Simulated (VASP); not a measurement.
# Pd (I4/mmm) in VASP: a series of runs

Runs on Pd. Level: PBE. Tasks: single point.

Everything below comes from runs of VASP 6.6.1. Logs are shortened: lines on timing, memory, paths and dates and some standing lists are left out, and cuts for length are marked.

### 1 The cell of the first run

Symmetry: I4/mmm, No. 139, tetragonal system. The conventional cell has a = 2.751 Å, b = 2.751 Å, c = 3.715 Å, α = 90.00°, β = 90.00°, γ = 90.00°. Pd (site symmetry 4/mmm) has 12 Pd at 2.69 to 2.75 Å within 3.5 Å.

### 2 Single point, PBE (strain -0.0450 x Voigt [0, 0, 1, 0, 0, 0])

Input file INCAR:

```
  PREC = Accurate
  ENCUT = 520
  EDIFF = 1E-6
  ISMEAR = 0
  SIGMA = 0.15
  LREAL = False
  LASPH = True
  NELM = 100
  ALGO = Normal
  ISIF = 2
  LWAVE = False
  LCHARG = False
  GGA = PE
  NBANDS = 11
```

Input file KPOINTS:

```
Automatic mesh
0
Gamma
  20 20 20
```

Input file POSCAR:

```
Pd
1.0
    0.0000000000      1.9449000000      1.8573795000
    1.9449000000      0.0000000000      1.8573795000
    1.9449000000      1.9449000000      0.0000000000
Pd
1
Direct
    0.0000000000      0.0000000000      0.0000000000
```

Potentials or basis: VASP PAW PBE potentials, release 64 (Pd).

Started as:

```
> cat potpaw_PBE.64/Pd/POTCAR > POTCAR
> mpirun -np 1 vasp_std > vasp.out
```

OUTCAR:

```text
PREC = Accurate
   ENCUT = 520
   EDIFF = 1E-6
   ISMEAR = 0
   LREAL = False
   LASPH = True
   NELM = 100
   ISIF = 2
   GGA = PE

 ion  position               nearest neighbor table
   1  0.000  0.000  0.000-

  LATTYP: Found a body centered tetragonal cell.
 ALAT       =     2.7505039575
 C/A-ratio  =     1.3505739521

  Lattice vectors:

 A1 = (   0.0000000000,  -1.9449000000,  -1.8573795000)
 A2 = (   0.0000000000,   1.9449000000,  -1.8573795000)
 A3 = (   1.9449000000,   0.0000000000,   1.8573795000)

Analysis of symmetry for initial positions (statically):
=====================================================================
 Subroutine PRICEL returns:
 Original cell was already a primitive cell.

 Routine SETGRP: Setting up the symmetry group for a
 body centered tetragonal supercell.

 Subroutine GETGRP returns: Found 16 space group operations
 (whereof 16 operations were pure point group operations)
 out of a pool of 16 trial point group operations.

The static configuration has the point symmetry D_4h.

Analysis of symmetry for dynamics (positions and initial velocities):
=====================================================================
 Subroutine PRICEL returns:
 Original cell was already a primitive cell.

 Routine SETGRP: Setting up the symmetry group for a
 body centered tetragonal supercell.

 Subroutine GETGRP returns: Found 16 space group operations
 (whereof 16 operations were pure point group operations)
 out of a pool of 16 trial point group operations.

The dynamic configuration has the point symmetry D_4h.

 Subroutine INISYM returns: Found 16 space group operations
 (whereof 16 operations are pure point group operations),
 and found     1 'primitive' translations

----------------------------------------------------------------------------------------

                                     Primitive cell

  volume of cell :      14.0516

  direct lattice vectors                    reciprocal lattice vectors
     0.000000000  1.944900000  1.857379500    -0.257082626  0.257082626  0.269196467
     1.944900000  0.000000000  1.857379500     0.257082626 -0.257082626  0.269196467
     1.944900000  1.944900000  0.000000000     0.257082626  0.257082626 -0.269196467

  length of vectors
     2.689329771  2.689329771  2.750503957     0.452382241  0.452382241  0.452382241

  position of ions in fractional coordinates (direct lattice)
     0.000000000  0.000000000  0.000000000

  ion indices of the primitive-cell ions
   primitive index   ion index
                 1           1

----------------------------------------------------------------------------------------

 KPOINTS: Automatic mesh

Automatic generation of k-mesh.
 Grid dimensions read from file:
 generate k-points for:   20   20   20

 Generating k-lattice:

  Cartesian coordinates                     Fractional coordinates (reciprocal lattice)
    -0.012854131  0.012854131  0.013459823     0.050000000  0.000000000  0.000000000
     0.012854131 -0.012854131  0.013459823     0.000000000  0.050000000  0.000000000
     0.012854131  0.012854131 -0.013459823     0.000000000  0.000000000  0.050000000

  Length of vectors
     0.022619112  0.022619112  0.022619112

  Shift w.r.t. Gamma in fractional coordinates (k-lattice)
     0.000000000  0.000000000  0.000000000

 Subroutine IBZKPT returns following result:
 ===========================================

 Found    641 irreducible k-points:

 Following reciprocal coordinates:
            Coordinates               Weight
  0.000000  0.000000  0.000000      1.000000
  0.050000  0.000000  0.000000      8.000000
  0.100000 -0.000000  0.000000      8.000000
  0.150000 -0.000000  0.000000      8.000000
  0.200000 -0.000000  0.000000      8.000000
  0.250000 -0.000000  0.000000      8.000000
[... 16 lines left out ...]
 -0.400000  0.050000  0.000000      8.000000
 -0.350000  0.050000  0.000000      8.000000
 [... further k-points ...]
   k-points           NKPTS =    641   k-points in BZ     NKDIM =    641   number of bands    NBANDS=     11
   number of dos      NEDOS =    301   number of ions     NIONS =      1
   total plane-waves  NPLWV =   8000
   dimension x,y,z NGX =    20 NGY =   20 NGZ =   20
   dimension x,y,z NGXF=    40 NGYF=   40 NGZF=   40
   ions per type =               1
   NGX,Y,Z   is equivalent  to a cutoff of  12.36, 12.36, 12.09 a.u.
   NGXF,Y,Z  is equivalent  to a cutoff of  24.73, 24.73, 24.18 a.u.
 SYSTEM =  unknown system
   PREC   = accura    normal or accurate (medium, high low for compatibility)
   ISTART =      0    job   : 0-new  1-cont  2-samecut
   ICHARG =      2    charge: 1-file 2-atom 10-const
   ISPIN  =      1    spin polarized calculation?
   LNONCOLLINEAR =      F non collinear calculations
   LSORBIT =      F    spin-orbit coupling
   LASPH  =      T    aspherical Exc in radial PAW
   ENCUT  =  520.0 eV  38.22 Ry    6.18 a.u.   5.00  5.00  5.11*2*pi/ulx,y,z
   NELM   =    100;   NELMIN=  2; NELMDL= -5     # of ELM steps
   EDIFF  = 0.1E-05   stopping-criterion for ELM
   LREAL  =      F    real-space projection
   EDIFFG = 0.1E-04   stopping-criterion for IOM
   NSW    =      0    number of steps for IOM
   IBRION =     -1    ionic relax: 0-MD 1-quasi-New 2-CG
   NFREE  =      0    steps in history (QN), initial steepest desc. (CG)
   ISIF   =      2    stress and relaxation
   ISYM   =      2    0-nonsym 1-usesym 2-fastsym
   POTIM  = 0.5000    time-step for ionic-motion
   TEBEG  =    0.0;   TEEND  =   0.0 temperature during run
   PSTRESS=    0.0 pullay stress
   NELECT =      10.0000    total number of electrons
   NUPDOWN=      -1.0000    fix difference up-down
   EMIN   =  10.00;   EMAX   =-10.00  energy-range for DOS
   EFERMI =   0.00;   METHOD = LEGACY
   ISMEAR =     0;   SIGMA  =   0.15  broadening in eV -4-tet -1-fermi 0-gaus
   EFERMI_NEDOS =   21; number of points for ismear=-14 and -15
   IALGO  =     38    algorithm
   IMIX   =      4    mixing-type and parameters
     AMIX     =   0.40;   BMIX     =  1.00
     AMIX_MAG =   1.60;   BMIX_MAG =  1.00
  volume/ion in A,a.u.               =      14.05        94.82
  Fermi-wavevector in a.u.,A,eV,Ry     =   1.461615  2.762053 29.066391  2.136319
  Thomas-Fermi vector in A             =   2.577926
   LORBIT       =      0    0 simple, 1 ext, 2 COOP (PROOUT), +10 PAW based schemes
   GGA     = PE    functional components
   LHFCALC =     F    Hartree Fock is set to
   AEXX    =    0.0000 exact exchange contribution
   IVDW    =     0    specifies the selected vdW correction
   LEPSILON=     F    determine dielectric tensor
   LRPA    =     F    only Hartree local field effects (RPA)
 non-spin polarized calculation
 Gauss-broadening in eV      SIGMA  =   0.15
  energy-cutoff  :      520.00
  volume of cell :       14.05
 maximum number of plane-waves:       392
   NGX =  9   NGY =  9   NGZ = 11

 number of electron      10.0000005 magnetization

 Free energy of the ion-electron system (eV)
  ---------------------------------------------------
  ext. energy  EPLUGINS =         0.00000000
  ---------------------------------------------------
  free energy    TOTEN  =        -5.16086853 eV

  energy without entropy =       -5.13586219  energy(sigma->0) =       -5.14836536

 E-fermi :  10.6176     XC(G=0): -13.4912

 val. band max:       10.6169652455   @ k =   0.5000   0.0500   0.3500
 cond. band min:      10.6215469781   @ k =  -0.4500   0.1000   0.0500
 fundamental gap:      0.0045817327
 Fermi energy:        10.6176125626

 k-point     1 :       0.0000    0.0000    0.0000
  band No.  band energies     occupation
      1       3.1042      2.00000
      2       7.4155      2.00000
      3       7.4155      2.00000
      4       7.8593      2.00000
      5       9.0517      2.00000
      6       9.5170      2.00000
      7      27.8682      0.00000
      8      32.4829      0.00000
      9      32.4829      0.00000
     10      33.7308      0.00000
     11      36.6503      0.00000

 k-point     2 :       0.0500    0.0000    0.0000
  band No.  band energies     occupation
      1       3.1996      2.00000
      2       7.4059      2.00000
      3       7.4498      2.00000
      4       7.8665      2.00000
      5       9.0396      2.00000
      6       9.4949      2.00000
      7      27.9793      0.00000
      8      32.0737      0.00000
      9      32.6013      0.00000
     10      33.6105      0.00000
     11      36.6732      0.00000

 k-point     3 :       0.1000   -0.0000    0.0000
  band No.  band energies     occupation
      1       3.4769      2.00000
      2       7.3625      2.00000
      3       7.5398      2.00000
      4       7.9086      2.00000
      5       9.0180      2.00000
      6       9.4400      2.00000
      7      28.2612      0.00000
      8      30.8694      0.00000
      9      32.9448      0.00000
     10      33.7851      0.00000
     11      36.6910      0.00000

 k-point     4 :       0.1500   -0.0000    0.0000
  band No.  band energies     occupation
      1       3.9042      2.00000
      2       7.2947      2.00000
      3       7.6436      2.00000
      4       7.9931      2.00000
      5       9.0314      2.00000
      6       9.3868      2.00000
      7      28.4239      0.00000
      8      29.5127      0.00000
      9      33.4750      0.00000
     10      34.2485      0.00000
     11      36.6888      0.00000
[... 239 lines left out ...]
 k-point    22 :      -0.4500    0.0500    0.0000
  band No.  band energies     occupation
      1       5.0142      2.00000
      2       7.3464      2.00000
      3       7.6724      2.00000
      4       9.9904      2.00000
      5      10.6085      1.06855
      6      11.9196      0.00000
      7      18.6424      0.00000
      8      27.3108      0.00000
      9      31.8237      0.00000
     10      32.2102      0.00000
     11      36.6791      0.00000

 k-point    23 :      -0.4000    0.0500    0.0000
  band No.  band energies     occupation
      1       5.0611      2.00000
      2       7.3941      2.00000
      3       7.7274      2.00000
      4       9.7100      2.00000
      5      10.3646      1.98295
      6      11.2525      0.00000
      7      19.8071      0.00000
      8      27.5467      0.00000
      9      32.3064      0.00000
     10      32.5430      0.00000
     11      36.6738      0.00000

 k-point    24 :      -0.3500    0.0500    0.0000
  band No.  band energies     occupation
      1       5.1210      2.00000
      2       7.4807      2.00000
      3       7.8202      2.00000
      4       9.0491      2.00000
      5      10.0198      2.00000
      6      10.6396      0.83567
      7      21.4403      0.00000
      8      27.9525      0.00000
      9      32.6503      0.00000
     10      33.6160      0.00000
     11      36.6574      0.00000

 [... further k-points ...]

------------------------ aborting loop because EDIFF is reached ----------------------------------------

  FORCE on cell =-STRESS in cart. coord.  units (eV):
  Direction    XX          YY          ZZ          XY          YZ          ZX
  --------------------------------------------------------------------------------------
  -------------------------------------------------------------------------------------
  Total        1.5264395      1.5264395      1.7408808      0.0000000     -0.0000000      0.0000000
  in kB      174.0463695    174.0463695    198.4972197      0.0000000     -0.0000000      0.0000000
  external PRESSURE =     182.1966529 kB  Pullay stress =       0.0000000 kB

 VOLUME and BASIS-vectors are now :
 -----------------------------------------------------------------------------
  energy-cutoff  :      520.00
  volume of cell :       14.05
      direct lattice vectors                 reciprocal lattice vectors
     0.000000000  1.944900000  1.857379500    -0.257082626  0.257082626  0.269196467
     1.944900000  0.000000000  1.857379500     0.257082626 -0.257082626  0.269196467
     1.944900000  1.944900000  0.000000000     0.257082626  0.257082626 -0.269196467

 POSITION                                       TOTAL-FORCE (eV/Angst)
 -----------------------------------------------------------------------------------
      0.00000      0.00000      0.00000         0.000000     -0.000000      0.000000
 -----------------------------------------------------------------------------------
    total drift:                                0.000000      0.000000      0.000000

  FREE ENERGIE OF THE ION-ELECTRON SYSTEM (eV)
  ---------------------------------------------------
  free  energy   TOTEN  =        -5.1608685343 eV

  energy  without entropy=       -5.1358621950  energy(sigma->0) =       -5.14836536
```

Run time: 1.9 min. Hardware: 1 thread of Intel Xeon 8259CL, shared host; peak memory 0.21 GiB.

What came out:

```yaml
Free_energy: -5.1609 eV
Pressure: 18.2 GPa
Band_gap_on_the_k_mesh: zero (bands 5 and 6 overlap by 1.85 eV)
```

Stress tensor (GPa, compression positive):
```
17.40  0.00  0.00
 0.00 17.40  0.00
 0.00  0.00 19.85
```

Caveat: the cell differs from its parent crystal (strain -0.0450 x Voigt [0, 0, 1, 0, 0, 0]); the cell stands under pressure.

### 3 Single point, PBE (strain -0.0300 x Voigt [0, 0, 1, 0, 0, 0])

Input file INCAR:

```
SYSTEM = Pd
PREC = Accurate ; ENCUT = 520
EDIFF = 1E-7 ; ISMEAR = 0
SIGMA = 0.15 ; LREAL = .FALSE.
LASPH = .TRUE. ; NELM = 60
ALGO = Normal ; ISIF = 2
LWAVE = .FALSE. ; LCHARG = .FALSE.
GGA = PE ; NBANDS = 11
```

Input file KPOINTS:

```
regular mesh
0
G
  20 20 20
  0 0 0
```

Input file POSCAR:

```
Pd
1.0
    0.0000000000      1.9449000000      1.8865530000
    1.9449000000      0.0000000000      1.8865530000
    1.9449000000      1.9449000000      0.0000000000
Pd
1
Direct
    0.0000000000      0.0000000000      0.0000000000
```

Potentials or basis: VASP PAW PBE potentials, release 64 (Pd).

Started as:

```
> cat potpaw_PBE.64/Pd/POTCAR > POTCAR
> mpirun -np 1 vasp_std > vasp.out
```

OUTCAR:

```text
SYSTEM = Pd
   PREC = Accurate
   ENCUT = 520
   EDIFF = 1E-7
   ISMEAR = 0
   LREAL = .FALSE.
   LASPH = .TRUE.
   NELM = 60
   ISIF = 2
   GGA = PE

 ion  position               nearest neighbor table
   1  0.000  0.000  0.000-

  LATTYP: Found a body centered tetragonal cell.
 ALAT       =     2.7505039575
 C/A-ratio  =     1.3717871555

  Lattice vectors:

 A1 = (   0.0000000000,  -1.9449000000,  -1.8865530000)
 A2 = (   0.0000000000,   1.9449000000,  -1.8865530000)
 A3 = (   1.9449000000,   0.0000000000,   1.8865530000)

Analysis of symmetry for initial positions (statically):
=====================================================================
 Subroutine PRICEL returns:
 Original cell was already a primitive cell.

 Routine SETGRP: Setting up the symmetry group for a
 body centered tetragonal supercell.

 Subroutine GETGRP returns: Found 16 space group operations
 (whereof 16 operations were pure point group operations)
 out of a pool of 16 trial point group operations.

The static configuration has the point symmetry D_4h.

Analysis of symmetry for dynamics (positions and initial velocities):
[... 167 lines left out ...]
      2       7.2596      2.00000
      3       7.2596      2.00000
      4       7.5507      2.00000
      5       8.8942      2.00000
      6       9.1985      2.00000
      7      27.5700      0.00000
      8      32.2605      0.00000
      9      32.2605      0.00000
     10      33.0543      0.00000
     11      36.4347      0.00000
[... 309 lines left out ...]
 k-point    24 :      -0.3500    0.0500    0.0000
  band No.  band energies     occupation
      1       4.9644      2.00000
      2       7.3503      2.00000
      3       7.5474      2.00000
      4       8.8241      2.00000
      5       9.7447      2.00000
      6      10.3936      0.62826
      7      20.9964      0.00000
      8      27.6513      0.00000
      9      32.0594      0.00000
     10      33.2893      0.00000
     11      36.4429      0.00000

 [... further k-points ...]

------------------------ aborting loop because EDIFF is reached ----------------------------------------

  FORCE on cell =-STRESS in cart. coord.  units (eV):
  Direction    XX          YY          ZZ          XY          YZ          ZX
  --------------------------------------------------------------------------------------
  -------------------------------------------------------------------------------------
  Total        1.2169062      1.2169062      1.3671489      0.0000000      0.0000000     -0.0000000
  in kB      136.6073675    136.6073675    153.4732994      0.0000000      0.0000000     -0.0000000
  external PRESSURE =     142.2293448 kB  Pullay stress =       0.0000000 kB

 VOLUME and BASIS-vectors are now :
 -----------------------------------------------------------------------------
  energy-cutoff  :      520.00
  volume of cell :       14.27
      direct lattice vectors                 reciprocal lattice vectors
     0.000000000  1.944900000  1.886553000    -0.257082626  0.257082626  0.265033635
     1.944900000  0.000000000  1.886553000     0.257082626 -0.257082626  0.265033635
     1.944900000  1.944900000  0.000000000     0.257082626  0.257082626 -0.265033635

 POSITION                                       TOTAL-FORCE (eV/Angst)
 -----------------------------------------------------------------------------------
      0.00000      0.00000      0.00000         0.000000      0.000000     -0.000000
 -----------------------------------------------------------------------------------
    total drift:                                0.000000      0.000000      0.000000

  FREE ENERGIE OF THE ION-ELECTRON SYSTEM (eV)
  ---------------------------------------------------
  free  energy   TOTEN  =        -5.1852101666 eV

  energy  without entropy=       -5.1593319948  energy(sigma->0) =       -5.17227108
```

OSZICAR:

```text
N       E                     dE             d eps       ncg     rms          rms(c)
DAV:   1     0.429742871407E+02    0.42974E+02   -0.51957E+03 14198   0.857E+02
DAV:   2    -0.492612125287E+01   -0.47900E+02   -0.46371E+02 15771   0.185E+02
DAV:   3    -0.547268971399E+01   -0.54657E+00   -0.54385E+00 17018   0.212E+01
DAV:   4    -0.547490529341E+01   -0.22156E-02   -0.22153E-02 17248   0.141E+00
DAV:   5    -0.547492710617E+01   -0.21813E-04   -0.21814E-04 18530   0.127E-01    0.855E+00
DAV:   6    -0.520212140741E+01    0.27281E+00   -0.10345E+00 17525   0.840E+00    0.423E+00
DAV:   7    -0.518936763382E+01    0.12754E-01   -0.34270E-02 18733   0.125E+00    0.210E+00
DAV:   8    -0.518525353101E+01    0.41141E-02   -0.19973E-03 17675   0.417E-01    0.110E-01
DAV:   9    -0.518520711505E+01    0.46416E-04   -0.28719E-04 17846   0.144E-01    0.318E-02
DAV:  10    -0.518521113769E+01   -0.40226E-05   -0.16251E-05 17639   0.357E-02    0.101E-02
DAV:  11    -0.518520998827E+01    0.11494E-05   -0.27635E-07 18025   0.539E-03    0.283E-03
DAV:  12    -0.518521016518E+01   -0.17690E-06   -0.10756E-08 12142   0.890E-04    0.155E-04
DAV:  13    -0.518521016657E+01   -0.13889E-08   -0.86857E-10 11506   0.296E-04
   1 F= -.51852102E+01 E0= -.51722711E+01  d E =-.258782E-01
```

stdout:

```text
POSCAR found type information on POSCAR Pd
 POSCAR found :  1 types and       1 ions
 scaLAPACK will be used
 LDA part: xc-table for (Slater+PW92), standard interpolation
 POSCAR, INCAR and KPOINTS ok, starting setup
 FFT: planning ... GRIDC
 FFT: planning ... GRID_SOFT
 FFT: planning ... GRID
 WAVECAR not read
 entering main loop
```

It took 2 min on 1 thread of Intel Xeon 8259CL, shared host; peak memory 0.21 GiB.

Results:

```
Free energy            : -5.1852 eV
Pressure               : 14.2 GPa
Band gap on the k mesh : zero (bands 5 and 6 overlap by 1.77 eV)
```

Levels at points of the mesh, in eV from the Fermi level:
| k point | band 3 | band 4 | band 5 | band 6 | band 7 | band 8 |
| --- | --- | --- | --- | --- | --- | --- |
| (0.00, 0.00, 0.00) | -3.08 | -2.79 | -1.45 | -1.14 | 17.23 | 21.92 |
| (0.50, 0.00, 0.00) | -2.90 | -0.09 | 0.05 | 0.95 | 7.60 | 16.55 |
| (0.50, 0.50, 0.00) | -0.05 | 0.32 | 0.32 | 3.78 | 11.69 | 13.02 |
| (0.50, 0.00, 0.50) | -0.06 | 0.20 | 0.41 | 3.15 | 10.85 | 13.49 |

Caveat: the cell differs from its parent crystal (strain -0.0300 x Voigt [0, 0, 1, 0, 0, 0]); the cell stands under pressure.

(Part 1 of 2 ends here.)
